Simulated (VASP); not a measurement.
# Li (P6/mmm) in VASP: notebook

The runs below take Li through single point, with PBEsol.

Program: VASP 6.6.1. These are calculated values, not measurements. Logs are shortened: lines on timing, memory, paths and dates and some standing lists are left out, and cuts for length are marked.

### Step 1. The cell of the first run

It takes space group P6/mmm (No. 191, hexagonal). Conventional cell: a = 2.823 Å, b = 2.823 Å, c = 2.599 Å, α = 90.00°, β = 90.00°, γ = 120.00°. Within 3.4 Å of Li (site symmetry 6/mmm) lie 8 Li at 2.60 to 2.82 Å.

This isn't the form of Li at room conditions, which is bcc.

### Step 2. Single point, PBEsol

File INCAR:

```
SYSTEM = Li
PREC = Accurate
ENCUT = 520
EDIFF = 1E-6
ISMEAR = -1
SIGMA = 0.05
LREAL = .False.
LASPH = .True.
NELM = 60
ALGO = Normal
ISIF = 2
LWAVE = .False.
LCHARG = .False.
GGA = PS
NBANDS = 8
```

File KPOINTS:

```
Automatic mesh
0
Gamma
  16 16 14
  0 0 0
```

File POSCAR:

```
Li
1.0
    2.8227749919      0.0000000000      0.0000000000
   -1.4113874959      2.4445948522      0.0000000000
    0.0000000000      0.0000000000      2.5985560673
Li
1
Direct
    0.0000000000      0.0000000000      0.0000000000
```

Potentials or basis: VASP PAW PBE potentials, release 64 (Li_sv).

On the command line:

```bash
$ cat potpaw_PBE.64/Li_sv/POTCAR > POTCAR
$ mpirun -np 1 vasp_std > vasp.out
```

OUTCAR:

```text
SYSTEM = Li
   PREC = Accurate
   ENCUT = 520
   EDIFF = 1E-6
   ISMEAR = -1
   LREAL = .False.
   LASPH = .True.
   NELM = 60
   ISIF = 2
   GGA = PS

 ion  position               nearest neighbor table
   1  0.000  0.000  0.000-

  LATTYP: Found a hexagonal cell.
 ALAT       =     2.8227749919
 C/A-ratio  =     0.9205679074

  Lattice vectors:

 A1 = (   2.8227749919,   0.0000000000,   0.0000000000)
 A2 = (  -1.4113874959,   2.4445948522,   0.0000000000)
 A3 = (   0.0000000000,   0.0000000000,   2.5985560673)

Analysis of symmetry for initial positions (statically):
=====================================================================
 Subroutine PRICEL returns:
 Original cell was already a primitive cell.

 Routine SETGRP: Setting up the symmetry group for a
 hexagonal supercell.

 Subroutine GETGRP returns: Found 24 space group operations
 (whereof 24 operations were pure point group operations)
 out of a pool of 24 trial point group operations.

The static configuration has the point symmetry D_6h.

Analysis of symmetry for dynamics (positions and initial velocities):
=====================================================================
 Subroutine PRICEL returns:
 Original cell was already a primitive cell.

 Routine SETGRP: Setting up the symmetry group for a
 hexagonal supercell.

 Subroutine GETGRP returns: Found 24 space group operations
 (whereof 24 operations were pure point group operations)
 out of a pool of 24 trial point group operations.

The dynamic configuration has the point symmetry D_6h.

 Subroutine INISYM returns: Found 24 space group operations
 (whereof 24 operations are pure point group operations),
 and found     1 'primitive' translations

----------------------------------------------------------------------------------------

                                     Primitive cell

  volume of cell :      17.9314

  direct lattice vectors                    reciprocal lattice vectors
     2.822774992  0.000000000  0.000000000     0.354261322  0.204532870  0.000000000
    -1.411387496  2.444594852  0.000000000     0.000000000  0.409065739  0.000000000
     0.000000000  0.000000000  2.598556067     0.000000000  0.000000000  0.384829103

  length of vectors
     2.822774992  2.822774992  2.598556067     0.409065739  0.409065739  0.384829103

[... 77 lines left out ...]
   NELM   =     60;   NELMIN=  2; NELMDL= -5     # of ELM steps
   EDIFF  = 0.1E-05   stopping-criterion for ELM
   LREAL  =      F    real-space projection
   EDIFFG = 0.1E-04   stopping-criterion for IOM
   NSW    =      0    number of steps for IOM
   IBRION =     -1    ionic relax: 0-MD 1-quasi-New 2-CG
   NFREE  =      0    steps in history (QN), initial steepest desc. (CG)
   ISIF   =      2    stress and relaxation
   ISYM   =      2    0-nonsym 1-usesym 2-fastsym
   POTIM  = 0.5000    time-step for ionic-motion
   TEBEG  =    0.0;   TEEND  =   0.0 temperature during run
   PSTRESS=    0.0 pullay stress
   NELECT =       3.0000    total number of electrons
   NUPDOWN=      -1.0000    fix difference up-down
   EMIN   =  10.00;   EMAX   =-10.00  energy-range for DOS
   EFERMI =   0.00;   METHOD = LEGACY
   ISMEAR =    -1;   SIGMA  =   0.05  broadening in eV -4-tet -1-fermi 0-gaus
   EFERMI_NEDOS =   21; number of points for ismear=-14 and -15
   IALGO  =     38    algorithm
   IMIX   =      4    mixing-type and parameters
     AMIX     =   0.40;   BMIX     =  1.00
     AMIX_MAG =   1.60;   BMIX_MAG =  1.00
  volume/ion in A,a.u.               =      17.93       121.01
  Fermi-wavevector in a.u.,A,eV,Ry     =   0.902077  1.704678 11.071639  0.813743
  Thomas-Fermi vector in A             =   2.025236
   LORBIT       =      0    0 simple, 1 ext, 2 COOP (PROOUT), +10 PAW based schemes
   GGA     = PS    functional components
   LHFCALC =     F    Hartree Fock is set to
   AEXX    =    0.0000 exact exchange contribution
   IVDW    =     0    specifies the selected vdW correction
   LEPSILON=     F    determine dielectric tensor
   LRPA    =     F    only Hartree local field effects (RPA)
 non-spin polarized calculation
  energy-cutoff  :      520.00
  volume of cell :       17.93
 maximum number of plane-waves:       496
 NGX is ok and might be reduce to    24
   NGX = 11   NGY = 11   NGZ =  9

 number of electron       2.9999992 magnetization

 Free energy of the ion-electron system (eV)
  ---------------------------------------------------
  ext. energy  EPLUGINS =         0.00000000
  ---------------------------------------------------
  free energy    TOTEN  =        -1.88983105 eV

  energy without entropy =       -1.88624183  energy(sigma->0) =       -1.88803644

 E-fermi :   0.9113     XC(G=0):  -7.3232

 val. band max:        0.8934836225   @ k =   0.2500   0.0625   0.3571
 cond. band min:       0.9323097431   @ k =   0.1250   0.1250   0.4286
 fundamental gap:      0.0388261206
 Fermi energy:         0.9113356930

 k-point     1 :       0.0000    0.0000    0.0000
  band No.  band energies     occupation
      1     -44.9057      2.00000
      2      -2.6995      2.00000
      3      14.3770      0.00000
      4      15.6358      0.00000
      5      15.6358      0.00000
      6      17.2360      0.00000
      7      20.0847      0.00000
      8      20.0847      0.00000
[... 243 lines left out ...]
 k-point    24 :       0.2500    0.1875    0.0000
  band No.  band energies     occupation
      1     -44.8771      2.00000
      2      -0.1678      2.00000
      3       6.4464      0.00000
      4       8.9533      0.00000
      5      17.3294      0.00000
      6      20.1802      0.00000
      7      22.0521      0.00000
      8      24.2300      0.00000

 [... further k-points ...]

------------------------ aborting loop because EDIFF is reached ----------------------------------------

  FORCE on cell =-STRESS in cart. coord.  units (eV):
  Direction    XX          YY          ZZ          XY          YZ          ZX
  --------------------------------------------------------------------------------------
  -------------------------------------------------------------------------------------
  Total        0.1977062      0.1977062      0.1994184      0.0000000      0.0000000      0.0000000
  in kB       17.6650827     17.6650827     17.8180662      0.0000000      0.0000000      0.0000000
  external PRESSURE =      17.7160772 kB  Pullay stress =       0.0000000 kB

 VOLUME and BASIS-vectors are now :
 -----------------------------------------------------------------------------
  energy-cutoff  :      520.00
  volume of cell :       17.93
      direct lattice vectors                 reciprocal lattice vectors
     2.822774992  0.000000000  0.000000000     0.354261322  0.204532870  0.000000000
    -1.411387496  2.444594852  0.000000000     0.000000000  0.409065739  0.000000000
     0.000000000  0.000000000  2.598556067     0.000000000  0.000000000  0.384829103

 POSITION                                       TOTAL-FORCE (eV/Angst)
 -----------------------------------------------------------------------------------
      0.00000      0.00000      0.00000         0.000000      0.000000      0.000000
 -----------------------------------------------------------------------------------
    total drift:                                0.000000     -0.000000      0.000000

  FREE ENERGIE OF THE ION-ELECTRON SYSTEM (eV)
  ---------------------------------------------------
  free  energy   TOTEN  =        -1.8898310488 eV

  energy  without entropy=       -1.8862418294  energy(sigma->0) =       -1.88803644
```

It took 28 s on 1 thread of Intel Xeon 8259CL, shared host; peak memory 0.14 GiB.

What came out:

* Free energy: -1.8898 eV
* Band gap on the k mesh: zero (an odd number of electrons rules out a gap without spin polarisation)

Levels at points of the mesh, in eV from the Fermi level:
| k point | band 1 | band 2 | band 3 | band 4 | band 5 |
| --- | --- | --- | --- | --- | --- |
| (0.00, 0.00, 0.00) | -45.82 | -3.61 | 13.47 | 14.72 | 14.72 |
| (0.50, 0.00, 0.00) | -45.78 | -0.21 | 3.24 | 10.44 | 14.59 |
| (0.00, 0.00, 0.50) | -45.78 | -0.71 | 2.55 | 17.67 | 17.67 |
| (0.50, 0.00, 0.50) | -45.75 | 4.10 | 4.39 | 6.82 | 9.91 |

Caveat: the cutoff is under 1.25 times the usual one of these potentials, so pressure, stress and relaxed cells hold a basis-set (Pulay) error; the PAW data sets were made with another functional, which shifts forces and pressure a little.

### Step 3. Single point, PBEsol

File INCAR:

```
SYSTEM = Li
  PREC = Accurate
  ENCUT = 520
  EDIFF = 1E-6
  ISMEAR = -1
  SIGMA = 0.05
  LREAL = .False.
  LASPH = .True.
  NELM = 60
  ALGO = Normal
  ISIF = 2
  LWAVE = .False.
  LCHARG = .False.
  GGA = PS
  NBANDS = 8
```

File KPOINTS:

```
regular mesh
0
Gamma
  16 16 14
  0 0 0
```

Changes to POSCAR since step 2:

```diff
@@ -4,3 +4,3 @@
    -1.4113874959      2.4445948522      0.0000000000
-    0.0000000000      0.0000000000      2.5985560673
+    0.0000000000      0.0000000000      2.5985560674
 Li
```

Potentials or basis: VASP PAW PBE potentials, release 64 (Li_sv).

On the command line:

```bash
$ cat potpaw_PBE.64/Li_sv/POTCAR > POTCAR
$ mpirun -np 1 vasp_std > vasp.out
```

It took 26 s on 1 thread of Intel Xeon 8259CL, shared host; peak memory 0.14 GiB.

Results (log left out):

- Free energy: -1.8898 eV
- Band gap on the k mesh: zero (an odd number of electrons rules out a gap without spin polarisation)

Levels at points of the mesh, in eV from the Fermi level:
```
           k point  band 1  band 2  band 3  band 4  band 5  band 6  band 7
(0.00, 0.00, 0.00)  -45.82   -3.61   13.47   14.72   14.72   16.32   19.17
(0.50, 0.00, 0.00)  -45.78   -0.21    3.24   10.44   14.59   17.34   21.69
(0.00, 0.00, 0.50)  -45.78   -0.71    2.55   17.67   17.67   21.61   23.82
(0.50, 0.00, 0.50)  -45.75    4.10    4.39    6.82    9.91   13.96   18.22
```

Caveat: the cutoff is under 1.25 times the usual one of these potentials, so pressure, stress and relaxed cells hold a basis-set (Pulay) error; the PAW data sets were made with another functional, which shifts forces and pressure a little.

The gap in the log of VASP goes by the Fermi energy; the results here count the filled bands.